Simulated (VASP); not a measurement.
# Ca (P6_3/mmc) in VASP: notebook

The runs below take Ca through single point, with LDA.

Program: VASP 6.6.1. These are calculated values, not measurements. Logs are shortened: lines on timing, memory, paths and dates and some standing lists are left out, and cuts for length are marked.

### Step 1. The cell of the first run

It takes space group P6_3/mmc (No. 194, hexagonal). The conventional cell has a = 3.167 Å, b = 3.167 Å, c = 5.300 Å, α = 90.00°, β = 90.00°, γ = 120.00°. Ca (site symmetry -6m2) has 12 Ca at 3.17 to 3.22 Å within 4.2 Å.

### Step 2. Single point, LDA

Input file INCAR:

```
SYSTEM = Ca
ALGO = Normal
EDIFF = 1E-7
ENCUT = 520
GGA = CA
ISIF = 2
ISMEAR = -1
LASPH = .True.
LCHARG = .True.
LELF = .True.
LREAL = .False.
LVHAR = .True.
LWAVE = .False.
NBANDS = 17
NELM = 60
PREC = Accurate
SIGMA = 0.08
```

Input file KPOINTS:

```
k-points
0
Gamma
  14 14 8
  0 0 0
```

Input file POSCAR:

```
Ca
1.0
    3.1672133551      0.0000000000      0.0000000000
   -1.5836066776      2.7428872248      0.0000000000
    0.0000000000      0.0000000000      5.3003300880
Ca
2
Direct
    0.3333333333      0.6666666667      0.2500000000
    0.6666666667      0.3333333333      0.7500000000
```

Potentials or basis: VASP PAW LDA potentials, release 64 (Ca_sv).

Launch:

```
$ cat potpaw_LDA.64/Ca_sv/POTCAR > POTCAR
$ mpirun -np 1 vasp_std > vasp.out
```

OUTCAR:

```text
SYSTEM = Ca
   EDIFF = 1E-7
   ENCUT = 520
   GGA = CA
   ISIF = 2
   ISMEAR = -1
   LASPH = .True.
   LREAL = .False.
   NELM = 60
   PREC = Accurate

 ion  position               nearest neighbor table
   1  0.333  0.667  0.250-
   2  0.667  0.333  0.750-

  LATTYP: Found a hexagonal cell.
 ALAT       =     3.1672133551
 C/A-ratio  =     1.6734995385

  Lattice vectors:

 A1 = (   3.1672133551,   0.0000000000,   0.0000000000)
 A2 = (  -1.5836066776,   2.7428872248,   0.0000000000)
 A3 = (   0.0000000000,   0.0000000000,   5.3003300880)

Analysis of symmetry for initial positions (statically):
=====================================================================
 Subroutine PRICEL returns:
 Original cell was already a primitive cell.

 Routine SETGRP: Setting up the symmetry group for a
 hexagonal supercell.

 Subroutine GETGRP returns: Found 24 space group operations
 (whereof 12 operations were pure point group operations)
 out of a pool of 24 trial point group operations.

The static configuration has the point symmetry D_3d.
 The point group associated with its full space group is D_6h.

Analysis of symmetry for dynamics (positions and initial velocities):
=====================================================================
 Subroutine PRICEL returns:
 Original cell was already a primitive cell.

 Routine SETGRP: Setting up the symmetry group for a
 hexagonal supercell.

 Subroutine GETGRP returns: Found 24 space group operations
 (whereof 12 operations were pure point group operations)
 out of a pool of 24 trial point group operations.

The dynamic configuration has the point symmetry D_3d.
 The point group associated with its full space group is D_6h.

 Subroutine INISYM returns: Found 24 space group operations
 (whereof 12 operations are pure point group operations),
 and found     1 'primitive' translations

----------------------------------------------------------------------------------------

                                     Primitive cell

  volume of cell :      46.0456

  direct lattice vectors                    reciprocal lattice vectors
     3.167213355  0.000000000  0.000000000     0.315734966  0.182289667  0.000000000
    -1.583606678  2.742887225  0.000000000     0.000000000  0.364579335  0.000000000
[... 75 lines left out ...]
 SYSTEM =  Ca
   PREC   = accura    normal or accurate (medium, high low for compatibility)
   ISTART =      0    job   : 0-new  1-cont  2-samecut
   ICHARG =      2    charge: 1-file 2-atom 10-const
   ISPIN  =      1    spin polarized calculation?
   LNONCOLLINEAR =      F non collinear calculations
   LSORBIT =      F    spin-orbit coupling
   LASPH  =      T    aspherical Exc in radial PAW
   ENCUT  =  520.0 eV  38.22 Ry    6.18 a.u.   5.89  5.89  9.86*2*pi/ulx,y,z
   NELM   =     60;   NELMIN=  2; NELMDL= -5     # of ELM steps
   EDIFF  = 0.1E-06   stopping-criterion for ELM
   LREAL  =      F    real-space projection
   EDIFFG = 0.1E-05   stopping-criterion for IOM
   NSW    =      0    number of steps for IOM
   IBRION =     -1    ionic relax: 0-MD 1-quasi-New 2-CG
   NFREE  =      0    steps in history (QN), initial steepest desc. (CG)
   ISIF   =      2    stress and relaxation
   ISYM   =      2    0-nonsym 1-usesym 2-fastsym
   POTIM  = 0.5000    time-step for ionic-motion
   TEBEG  =    0.0;   TEEND  =   0.0 temperature during run
   PSTRESS=    0.0 pullay stress
   NELECT =      20.0000    total number of electrons
   NUPDOWN=      -1.0000    fix difference up-down
   EMIN   =  10.00;   EMAX   =-10.00  energy-range for DOS
   EFERMI =   0.00;   METHOD = LEGACY
   ISMEAR =    -1;   SIGMA  =   0.08  broadening in eV -4-tet -1-fermi 0-gaus
   EFERMI_NEDOS =   21; number of points for ismear=-14 and -15
   IALGO  =     38    algorithm
   IMIX   =      4    mixing-type and parameters
     AMIX     =   0.40;   BMIX     =  1.00
     AMIX_MAG =   1.60;   BMIX_MAG =  1.00
  volume/ion in A,a.u.               =      23.02       155.37
  Fermi-wavevector in a.u.,A,eV,Ry     =   1.239811  2.342903 20.913936  1.537131
  Thomas-Fermi vector in A             =   2.374278
   LORBIT       =      0    0 simple, 1 ext, 2 COOP (PROOUT), +10 PAW based schemes
   GGA     = CA    functional components
   LHFCALC =     F    Hartree Fock is set to
   AEXX    =    0.0000 exact exchange contribution
   IVDW    =     0    specifies the selected vdW correction
   LEPSILON=     F    determine dielectric tensor
   LRPA    =     F    only Hartree local field effects (RPA)
 non-spin polarized calculation
  energy-cutoff  :      520.00
  volume of cell :       46.05
 maximum number of plane-waves:      1266
 NGX is ok and might be reduce to    24
   NGX = 11   NGY = 11   NGZ = 19

 number of electron      19.9999995 magnetization

 Free energy of the ion-electron system (eV)
  ---------------------------------------------------
  ext. energy  EPLUGINS =         0.00000000
  ---------------------------------------------------
  free energy    TOTEN  =        -3.03698759 eV

  energy without entropy =       -2.99626725  energy(sigma->0) =       -3.01662742

 E-fermi :   4.6767     XC(G=0): -10.1895

 val. band max:        4.6697795632   @ k =   0.2857   0.0714   0.0000
 cond. band min:       4.6844926028   @ k =   0.3571   0.0714   0.1250
 fundamental gap:      0.0147130396
 Fermi energy:         4.6767248370

 k-point     1 :       0.0000    0.0000    0.0000
  band No.  band energies     occupation
      1     -35.6482      2.00000
      2     -35.4713      2.00000
      3     -17.4654      2.00000
      4     -16.5677      2.00000
      5     -16.5677      2.00000
      6     -16.4569      2.00000
[... 457 lines left out ...]
      4     -17.1280      2.00000
      5     -17.0967      2.00000
      6     -16.9238      2.00000
[... 9 lines left out ...]
     16      10.3145      0.00000
     17      10.6418      0.00000

 [... further k-points ...]
[... 5 lines left out ...]
  --------------------------------------------------------------------------------------
  -------------------------------------------------------------------------------------
  Total        5.7650576      5.7650576      5.7589190     -0.0000000      0.0000000      0.0000000
  in kB      200.5977427    200.5977427    200.3841498     -0.0000000      0.0000000      0.0000000
  external PRESSURE =     200.5265451 kB  Pullay stress =       0.0000000 kB

 VOLUME and BASIS-vectors are now :
 -----------------------------------------------------------------------------
  energy-cutoff  :      520.00
  volume of cell :       46.05
      direct lattice vectors                 reciprocal lattice vectors
     3.167213355  0.000000000  0.000000000     0.315734966  0.182289667  0.000000000
    -1.583606678  2.742887225  0.000000000     0.000000000  0.364579335  0.000000000
     0.000000000  0.000000000  5.300330088     0.000000000  0.000000000  0.188667495

 POSITION                                       TOTAL-FORCE (eV/Angst)
 -----------------------------------------------------------------------------------
     -0.00000      1.82859      1.32508        -0.000000      0.000000      0.000000
      1.58361      0.91430      3.97525         0.000000     -0.000000      0.000000
 -----------------------------------------------------------------------------------
    total drift:                                0.000000     -0.000000      0.000000

  FREE ENERGIE OF THE ION-ELECTRON SYSTEM (eV)
  ---------------------------------------------------
  free  energy   TOTEN  =        -3.0369875919 eV

  energy  without entropy=       -2.9962672488  energy(sigma->0) =       -3.01662742
```

Wall time 26 s (1 thread of Intel Xeon 6975P-C (Granite Rapids), shared host); peak memory 0.19 GiB.

What came out:

```yaml
Free_energy: -3.0370 eV
Pressure: 20.1 GPa
Band_gap_on_the_k_mesh: zero (band 10 reaches 4.89 eV, above the bottom of band 11 at 4.28 eV)
```

### Step 3. Single point, LDA

Input file INCAR:

```
ALGO = Normal
EDIFF = 1E-6
ENCUT = 520
ISIF = 2
ISMEAR = -1
LASPH = True
LCHARG = False
LREAL = False
LWAVE = False
NBANDS = 17
NELM = 100
PREC = Accurate
SIGMA = 0.08
```

Input file KPOINTS:

```
k-points
0
Gamma
  14 14 8
```

Changes to POSCAR since step 2:

```diff
@@ -2,3 +2,3 @@
 1.0
-    3.1672133551      0.0000000000      0.0000000000
+    3.1672133552      0.0000000000      0.0000000000
    -1.5836066776      2.7428872248      0.0000000000
```

Potentials or basis: VASP PAW LDA potentials, release 64 (Ca_sv).

Launch:

```
$ cat potpaw_LDA.64/Ca_sv/POTCAR > POTCAR
$ mpirun -np 1 vasp_std > vasp.out
```

It took 21 s on 1 thread of Intel Xeon 6975P-C (Granite Rapids), shared host; peak memory 0.19 GiB.

The run converged. Its results:

- Free energy: -3.0370 eV
- Pressure: 20.0 GPa
- Band gap on the k mesh: zero (band 10 reaches 4.89 eV, above the bottom of band 11 at 4.28 eV)

Levels at points of the mesh, in eV from the Fermi level:
```tsv
k point	band 7	band 8	band 9	band 10	band 11	band 12	band 13	band 14
(0.00, 0.00, 0.00)	-21.13	-21.13	-4.64	-1.31	1.21	2.82	3.03	3.03
(0.50, 0.00, 0.00)	-21.34	-21.28	-0.92	-0.63	-0.40	0.86	2.19	2.95
(0.00, 0.00, 0.50)	-21.19	-21.19	-3.02	-3.02	1.68	1.68	3.04	3.04
(0.50, 0.00, 0.50)	-21.38	-21.38	-1.14	-1.14	0.78	0.78	2.47	2.47
```
